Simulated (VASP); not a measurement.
**TiS2: relaxation of cell and atoms with r2SCAN**

The system is TiS2.

```xyz
3
Lattice="3.4120 0.0000 0.0000 -1.7060 2.9549 0.0000 0.0000 0.0000 5.6950" Properties=species:S:1:pos:R:3 pbc="T T T"
Ti    0.0000    0.0000    0.0000
S     0.0000    1.9699    1.4238
S     1.7060    0.9850    4.2713
```

```json
{"Program": "VASP 6.6.1", "Task": "relaxation of cell and atoms", "Functional": "r2SCAN", "Potentials or basis": "VASP PAW PBE potentials, release 64 (Ti_sv, S)", "Cutoff": "550 eV", "k mesh": "12 × 12 × 6", "Occupations": "gaussian, width 0.01 eV", "Spin": "no spin polarisation", "Dipole correction": "no", "Further INCAR settings": "ALGO = Normal; EDIFF = 1e-07; IBRION = 2; EDIFFG = -0.01; NSW = 100; ISIF = 3"}
```

The relaxed volume is 20.21 Å³/atom and the relaxed cell is a = 3.427 Å, b = 3.427 Å, c = 5.960 Å, α = 90.00°, β = 90.00°, γ = 120.00°. The space group after relaxing (to 0.1 Å) is P-3m1 (No. 164). The energy gained by relaxing is 6.7 meV/atom. The ionic steps are 12. The pressure after relaxing is 0.0 GPa. The largest force after relaxing is 0.005 eV/Å. The band gap on the k mesh is 0.24 eV (least direct gap 0.66 eV).

Forces on the atoms (eV/Å):
```
Ti   0.000  0.000  0.000
S    0.000  0.000  0.005
S    0.000  0.000 -0.005
```

The path:
| step | energy change (eV) | largest force (eV/Å) | pressure (GPa) | volume (Å³) |
| --- | --- | --- | --- | --- |
| 1 | 0.0000 | 0.3081 | -0.07 | 57.42 |
| 2 | -0.0056 | 0.0688 | 0.98 | 57.35 |
| 3 | -0.0057 | 0.0344 | 1.13 | 57.34 |
| 4 | -0.0097 | 0.0417 | 0.47 | 58.02 |
| 5 | -0.0112 | 0.0518 | -0.34 | 58.91 |
| 6 | -0.0143 | 0.0198 | -0.24 | 59.24 |
| 7 | -0.0189 | 0.0763 | 0.18 | 60.23 |
| 8 | -0.0191 | 0.0961 | 0.28 | 60.45 |
| 9 | -0.0191 | 0.0941 | -0.69 | 61.05 |
| 10 | -0.0199 | 0.0023 | -0.21 | 60.74 |
| 11 | -0.0200 | 0.0052 | 0.08 | 60.57 |
| 12 | -0.0201 | 0.0047 | 0.00 | 60.62 |

Final structure:
```
CELL_PARAMETERS angstrom
3.42703 0.00000 0.00000
-1.71352 2.96790 0.00000
0.00000 0.00000 5.95979
ATOMIC_POSITIONS crystal
Ti 0.00000 0.00000 0.00000
S 0.33333 0.66667 0.23514
S 0.66667 0.33333 0.76486
```

Levels at points of the mesh, in eV from the valence-band top:
```
           k point  band 10  band 11  band 12  band 13  band 14  band 15
(0.00, 0.00, 0.00)    -0.35     0.00     0.00     0.66     0.66     1.24
(0.50, 0.00, 0.00)    -2.85    -2.46    -1.62     0.45     1.71     2.13
(0.00, 0.00, 0.50)    -2.20    -0.09    -0.09     0.65     0.65     1.74
(0.50, 0.00, 0.50)    -2.88    -1.49    -1.44     0.24     1.71     2.10
```

Wall time 39 min on 1 thread of Intel(R) Xeon(R) 6975P-C (Granite Rapids), with other jobs on the host, peak memory 0.27 GiB.

Caveat: the PAW data sets were made with another functional, which shifts forces and pressure a little. Zero-point motion and thermal expansion aren't in these numbers.
